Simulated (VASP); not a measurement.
# Cd (a cell with a defect) in VASP: single point with PBE

Aim: the single point of Cd (a cell with a defect) with PBE.

All numbers are computed with VASP 6.6.1; they aren't measurements. Logs are shortened: lines on timing, memory, paths and dates and some standing lists are left out, and cuts for length are marked.

## 1. The cell of the first run

The cell holds a defect, 17 atoms: a = 8.929 Å, b = 8.929 Å, c = 5.613 Å, α = 90.00°, β = 90.00°, γ = 60.00°.

## 2. Single point, PBE

Input file INCAR:

```
PREC = Accurate
ENCUT = 520
EDIFF = 1E-6
ISMEAR = -1
SIGMA = 0.05
LREAL = Auto
LASPH = True
NELM = 60
ALGO = Normal
ISIF = 2
LWAVE = False
LCHARG = True
GGA = PE
LELF = True
LVHAR = True
NBANDS = 116
```

Input file KPOINTS:

```
regular mesh
0
Gamma
  2 2 3
```

Input file POSCAR:

```
Cd
1.0
    8.9286440800      0.0000077900      0.0000000000
    4.4643152900      7.7324364900      0.0000000000
    0.0000000000      0.0000000000      5.6126400000
Cd
17
Direct
    0.2254949705      0.2349636167      0.2507114299
    0.1104378546      0.1176784498      0.7519356310
    0.2188990889      0.5744081184      0.2514670458
    0.1134548621      0.4471805388      0.7505491177
    0.1365076461      0.9670627035      0.2517914921
    0.1134092081      0.7828637357      0.7523331267
    0.5723368575      0.2219775803      0.2498963055
    0.4470592339      0.1137406713      0.7502004404
    0.5551945189      0.5548178353      0.2496858876
    0.4486244299      0.4469465103      0.7508395336
    0.5313397875      0.8901911926      0.2489279555
    0.4446115899      0.7804922219      0.7480627655
    0.7825924348      0.1144233004      0.7487829257
    0.8854993718      0.5358732797      0.2500293979
    0.7813823353      0.4432738526      0.7497120785
    0.8687484915      0.8815221750      0.2501067234
    0.7798199873      0.7786577921      0.7499727401
```

Potentials or basis: VASP PAW PBE potentials, release 64 (Cd).

Run with:

```console
$ cat potpaw_PBE.64/Cd/POTCAR > POTCAR
$ mpirun -np 1 vasp_std > vasp.out
```

OUTCAR:

```text
PREC = Accurate
   ENCUT = 520
   EDIFF = 1E-6
   ISMEAR = -1
   LREAL = Auto
   LASPH = True
   NELM = 60
   ISIF = 2
   GGA = PE

 ion  position               nearest neighbor table
   1  0.225  0.235  0.251-   5 2.87  14 2.88  11 2.92   3 3.00   7 3.04   4 3.25   4 3.25   8 3.29
                             8 3.29   2 3.33   2 3.34
   2  0.110  0.118  0.752-  15 2.92  13 2.94   4 2.96   6 2.98   8 2.99  12 3.00   5 3.07   5 3.07
                             1 3.33   1 3.34
   3  0.219  0.574  0.251-   9 2.92  16 2.95   1 3.00   7 3.15  14 3.16   5 3.20   6 3.23   6 3.24
                            10 3.32  10 3.33   4 3.33   4 3.34
   4  0.113  0.447  0.751-   2 2.96  17 2.97   8 2.98  15 2.98  10 2.99   6 3.00   1 3.25   1 3.25
                            14 3.32  14 3.32   3 3.33   3 3.34
   5  0.137  0.967  0.252-  16 2.85   1 2.87   2 3.07   2 3.07   3 3.20  11 3.24   6 3.31   6 3.31
                            12 3.68  12 3.71   9 3.71
   6  0.113  0.783  0.752-  12 2.95  13 2.96   2 2.98  10 3.00   4 3.00  17 3.00   3 3.23   3 3.24
                             5 3.31   5 3.31  16 3.38  16 3.40
   7  0.572  0.222  0.250-  16 2.86   9 2.90   1 3.04   3 3.15  11 3.16  13 3.24  13 3.25  10 3.30
                            10 3.31   8 3.34   8 3.34
   8  0.447  0.114  0.750-   4 2.98  17 2.98  10 2.98  12 2.99   2 2.99  13 3.00   1 3.29   1 3.29
                            11 3.30  11 3.31   7 3.34   7 3.34
   9  0.555  0.555  0.250-  14 2.87  11 2.89   7 2.90   3 2.92  10 3.25  10 3.27  12 3.30  15 3.31
                            15 3.31  12 3.31   5 3.71
  10  0.449  0.447  0.751-  15 2.95  12 2.96  13 2.98   8 2.98   4 2.99   6 3.00   9 3.25   9 3.27
                             7 3.30   7 3.31   3 3.32   3 3.33
  11  0.531  0.890  0.249-   9 2.89   1 2.92  16 2.97   7 3.16  14 3.16  12 3.19  12 3.20   5 3.24
                             8 3.30   8 3.31  17 3.40  17 3.41
  12  0.445  0.780  0.748-   6 2.95  10 2.96  17 2.98   8 2.99   2 3.00  15 3.01  11 3.19  11 3.20
                             9 3.30   9 3.31   5 3.68   5 3.71
  13  0.783  0.114  0.749-  15 2.93   2 2.94   6 2.96  10 2.98   8 3.00  17 3.01   7 3.24   7 3.25
                            16 3.34  16 3.35
  14  0.885  0.536  0.250-   9 2.87   1 2.88  16 3.01  11 3.16   3 3.16  15 3.19  15 3.19   4 3.32
                             4 3.32  17 3.38  17 3.38
  15  0.781  0.443  0.750-   2 2.92  13 2.93  10 2.95   4 2.98  17 2.99  12 3.01  14 3.19  14 3.19
                             9 3.31   9 3.31
  16  0.869  0.882  0.250-   5 2.85   7 2.86   3 2.95  11 2.97  14 3.01  17 3.17  17 3.18  13 3.34
                            13 3.35   6 3.38   6 3.40
  17  0.780  0.779  0.750-   4 2.97   8 2.98  12 2.98  15 2.99   6 3.00  13 3.01  16 3.17  16 3.18
                            14 3.38  14 3.38  11 3.40  11 3.41

  LATTYP: Found a hexagonal cell.
 ALAT       =     8.9286440785
 C/A-ratio  =     0.6286105651

  Lattice vectors:

 A1 = (  -4.4643152900,  -7.7324364900,   0.0000000000)
 A2 = (   8.9286440800,   0.0000077900,   0.0000000000)
 A3 = (   0.0000000000,   0.0000000000,   5.6126400000)

Analysis of symmetry for initial positions (statically):
=====================================================================
 Subroutine PRICEL returns:
 Original cell was already a primitive cell.

 Routine SETGRP: Setting up the symmetry group for a
 hexagonal supercell.

 Subroutine GETGRP returns: Found  1 space group operations
 (whereof  1 operations were pure point group operations)
 out of a pool of 24 trial point group operations.

The static configuration has the point symmetry C_1 .

Analysis of symmetry for dynamics (positions and initial velocities):
=====================================================================
 Subroutine PRICEL returns:
 Original cell was already a primitive cell.

 Routine SETGRP: Setting up the symmetry group for a
 hexagonal supercell.

 Subroutine GETGRP returns: Found  1 space group operations
 (whereof  1 operations were pure point group operations)
 out of a pool of 24 trial point group operations.

The dynamic configuration has the point symmetry C_1 .

 Subroutine INISYM returns: Found  1 space group operations
 (whereof  1 operations are pure point group operations),
 and found     1 'primitive' translations

----------------------------------------------------------------------------------------

                                     Primitive cell

  volume of cell :     387.4974

  direct lattice vectors                    reciprocal lattice vectors
[... 51 lines left out ...]
 Grid dimensions read from file:
 generate k-points for:    2    2    3

 Generating k-lattice:

  Cartesian coordinates                     Fractional coordinates (reciprocal lattice)
     0.055999573 -0.032331303  0.000000000     0.500000000  0.000000000  0.000000000
    -0.000000056  0.064662704  0.000000000     0.000000000  0.500000000  0.000000000
     0.000000000  0.000000000  0.059389758     0.000000000  0.000000000  0.333333333

  Length of vectors
     0.064662704  0.064662704  0.059389758

  Shift w.r.t. Gamma in fractional coordinates (k-lattice)
     0.000000000  0.000000000  0.000000000

 Subroutine IBZKPT returns following result:
 ===========================================

 Found      8 irreducible k-points:

 Following reciprocal coordinates:
            Coordinates               Weight
  0.000000  0.000000  0.000000      1.000000
  0.500000 -0.000000  0.000000      1.000000
  0.500000  0.500000  0.000000      1.000000
  0.000000  0.500000  0.000000      1.000000
  0.000000  0.000000  0.333333      2.000000
  0.500000 -0.000000  0.333333      2.000000
  0.500000  0.500000  0.333333      2.000000
  0.000000  0.500000  0.333333      2.000000
   k-points           NKPTS =      8   k-points in BZ     NKDIM =      8   number of bands    NBANDS=    116
   number of dos      NEDOS =    301   number of ions     NIONS =     17
   total plane-waves  NPLWV = 205800
   dimension x,y,z NGX =    70 NGY =   70 NGZ =   42
   dimension x,y,z NGXF=   140 NGYF=  140 NGZF=   84
   ions per type =              17
   NGX,Y,Z   is equivalent  to a cutoff of  13.03, 13.03, 12.44 a.u.
   NGXF,Y,Z  is equivalent  to a cutoff of  26.07, 26.07, 24.88 a.u.
 SYSTEM =  unknown system
   PREC   = accura    normal or accurate (medium, high low for compatibility)
   ISTART =      0    job   : 0-new  1-cont  2-samecut
   ICHARG =      2    charge: 1-file 2-atom 10-const
   ISPIN  =      1    spin polarized calculation?
   LNONCOLLINEAR =      F non collinear calculations
   LSORBIT =      F    spin-orbit coupling
   LASPH  =      T    aspherical Exc in radial PAW
   ENCUT  =  520.0 eV  38.22 Ry    6.18 a.u.  16.60 16.60 10.44*2*pi/ulx,y,z
   NELM   =     60;   NELMIN=  2; NELMDL= -5     # of ELM steps
   EDIFF  = 0.1E-05   stopping-criterion for ELM
   LREAL  =      T    real-space projection
   EDIFFG = 0.1E-04   stopping-criterion for IOM
   NSW    =      0    number of steps for IOM
   IBRION =     -1    ionic relax: 0-MD 1-quasi-New 2-CG
   NFREE  =      0    steps in history (QN), initial steepest desc. (CG)
   ISIF   =      2    stress and relaxation
   ISYM   =      2    0-nonsym 1-usesym 2-fastsym
   POTIM  = 0.5000    time-step for ionic-motion
   TEBEG  =    0.0;   TEEND  =   0.0 temperature during run
   PSTRESS=    0.0 pullay stress
   NELECT =     204.0000    total number of electrons
   NUPDOWN=      -1.0000    fix difference up-down
   EMIN   =  10.00;   EMAX   =-10.00  energy-range for DOS
   EFERMI =   0.00;   METHOD = LEGACY
   ISMEAR =    -1;   SIGMA  =   0.05  broadening in eV -4-tet -1-fermi 0-gaus
   EFERMI_NEDOS =   21; number of points for ismear=-14 and -15
   IALGO  =     38    algorithm
   IMIX   =      4    mixing-type and parameters
     AMIX     =   0.40;   BMIX     =  1.00
     AMIX_MAG =   1.60;   BMIX_MAG =  1.00
  volume/ion in A,a.u.               =      22.79       153.82
  Fermi-wavevector in a.u.,A,eV,Ry     =   1.321890  2.498010 23.774723  1.747393
  Thomas-Fermi vector in A             =   2.451611
   LORBIT       =      0    0 simple, 1 ext, 2 COOP (PROOUT), +10 PAW based schemes
   GGA     = PE    functional components
   LHFCALC =     F    Hartree Fock is set to
   AEXX    =    0.0000 exact exchange contribution
   IVDW    =     0    specifies the selected vdW correction
   LEPSILON=     F    determine dielectric tensor
   LRPA    =     F    only Hartree local field effects (RPA)
 non-spin polarized calculation
  energy-cutoff  :      520.00
  volume of cell :      387.50
 maximum number of plane-waves:     10521
 NGX is ok and might be reduce to    70
   NGX = 33   NGY = 33   NGZ = 21

 number of electron     203.9999998 magnetization

 Free energy of the ion-electron system (eV)
  ---------------------------------------------------
  ext. energy  EPLUGINS =         0.00000000
  ---------------------------------------------------
  free energy    TOTEN  =       -12.83629080 eV

  energy without entropy =      -12.80994313  energy(sigma->0) =      -12.82311697

 E-fermi :   2.6865     XC(G=0): -10.7065

 val. band max:        2.6827374280   @ k =   0.5000  -0.0000   0.0000
 cond. band min:       2.7067960352   @ k =   0.0000   0.0000   0.0000
 fundamental gap:      0.0240586072
 Fermi energy:         2.6865333341

 k-point     1 :       0.0000    0.0000    0.0000
  band No.  band energies     occupation
      1      -7.3079      2.00000
      2      -7.2983      2.00000
      3      -7.2969      2.00000
      4      -7.2851      2.00000
      5      -7.2596      2.00000
      6      -7.2544      2.00000
[... 925 lines left out ...]
    113       5.9041      0.00000
    114       6.0277      0.00000
 [bands above 114 left out]

------------------------ aborting loop because EDIFF is reached ----------------------------------------

  FORCE on cell =-STRESS in cart. coord.  units (eV):
  Direction    XX          YY          ZZ          XY          YZ          ZX
  --------------------------------------------------------------------------------------
  -------------------------------------------------------------------------------------
  Total        4.0813494      3.2169855      9.3626512      0.3074133     -0.0097555     -0.0078851
  in kB       16.8750673     13.3012005     38.7115522      1.2710551     -0.0403357     -0.0326025
  external PRESSURE =      22.9626067 kB  Pullay stress =       0.0000000 kB

 VOLUME and BASIS-vectors are now :
 -----------------------------------------------------------------------------
  energy-cutoff  :      520.00
  volume of cell :      387.50
      direct lattice vectors                 reciprocal lattice vectors
     8.928644080  0.000007790  0.000000000     0.111999145 -0.064662606  0.000000000
     4.464315290  7.732436490  0.000000000    -0.000000113  0.129325408  0.000000000
     0.000000000  0.000000000  5.612640000     0.000000000  0.000000000  0.178169275

 POSITION                                       TOTAL-FORCE (eV/Angst)
 -----------------------------------------------------------------------------------
      3.06232      1.81684      1.40715        -0.025414      0.020533      0.000124
      1.51141      0.90994      4.22034        -0.021005      0.016334      0.002478
      4.51881      4.44158      1.41139        -0.018079     -0.006206      0.000414
      3.00935      3.45780      4.21256        -0.009146      0.010249     -0.000131
      5.53610      7.47775      1.41322         0.149825     -0.227918      0.001358
      4.50754      6.05345      4.22258        -0.015798      0.003756      0.001369
[... 9 lines left out ...]
     11.69214      6.81632      1.40376         0.013103      0.045998     -0.000545
     10.43891      6.02093      4.20933        -0.011267      0.008873     -0.000246
 -----------------------------------------------------------------------------------
    total drift:                               -0.003004     -0.002013      0.000938

  FREE ENERGIE OF THE ION-ELECTRON SYSTEM (eV)
  ---------------------------------------------------
  free  energy   TOTEN  =       -12.8362908043 eV

  energy  without entropy=      -12.8099431292  energy(sigma->0) =      -12.82311697
```

Wall time 21 min (1 thread of Intel Xeon 8259CL, shared host); peak memory 0.6 GiB.

Results:

```
Free energy            : -12.8363 eV
Pressure               : 2.3 GPa
Largest force          : 0.273 eV/Å
Band gap on the k mesh : zero (bands 102 and 103 overlap by 1.46 eV)
```

Forces on the atoms (eV/Å):
```
Cd  -0.025  0.021  0.000
Cd  -0.021  0.016  0.002
Cd  -0.018 -0.006  0.000
Cd  -0.009  0.010  0.000
Cd   0.150 -0.228  0.001
Cd  -0.016  0.004  0.001
Cd  -0.021  0.019  0.000
Cd  -0.010  0.009 -0.001
Cd  -0.006  0.012  0.000
Cd  -0.013  0.005  0.000
Cd   0.016  0.018  0.000
Cd  -0.009  0.010  0.000
Cd  -0.011  0.011 -0.003
Cd   0.001  0.037  0.000
Cd  -0.010  0.007  0.000
Cd   0.013  0.046 -0.001
Cd  -0.011  0.009  0.000
```

Caveat: the k points lie up to 0.41 Å⁻¹ apart, too coarse for converged energies and pressures of a metal.

The gap in the log of VASP goes by the Fermi energy; the results here count the filled bands.